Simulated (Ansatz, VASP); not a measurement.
# Two plane-wave programs on Ta2C

```
Ta C
1.0
     3.14127    0.00000    0.00000
    -1.57063    2.72042    0.00000
     0.00000    0.00000    4.99172
Ta C
2 1
Direct
  0.33333 0.66667 0.25188
  0.66667 0.33333 0.74812
  0.00000 0.00000 0.00000
```

Change from the starting cell: equal strain along all axes, cell held, atoms relaxed: +1.0 %.

Alike in both runs: functional r2SCAN; k mesh 18 × 18 × 10; occupations gaussian, width 0.1 eV; no spin polarisation.

Ansatz relaxed the structure, and its values are those at the end. VASP's run is a single point on that final structure, the one shown.

```csv
,VASP,Ansatz
version,VASP 6.6.1,Ansatz 0.2.0
potentials or method,"VASP PAW PBE potentials, release 64 (Ta_pv, C), cutoff 520 eV","scalar-relativistic, plane waves, PAW"
valence electrons in the cell,26,30
```

Ansatz gave:

```
gap on the k mesh at the Fermi level (eV) : none
pressure (GPa)                            : -7.6
rms of the force components (eV/Å)        : 0.000
```

**Question.** Estimate VASP's values.

**Answer.** gap on the k mesh at the Fermi level (eV): none; pressure (GPa): -6.8; rms of the force components (eV/Å): 0.020.

VASP's potentials were made for PBE, not for r2SCAN. A gap of «none» marks a metal or a gap that the smearing closes. VASP's potentials hold 26 valence electrons a cell and Ansatz's 30, so a difference there can come from the potentials and not from the codes. Ansatz's warnings: stress scf threshold loose.

Spin-orbit coupling is off throughout.
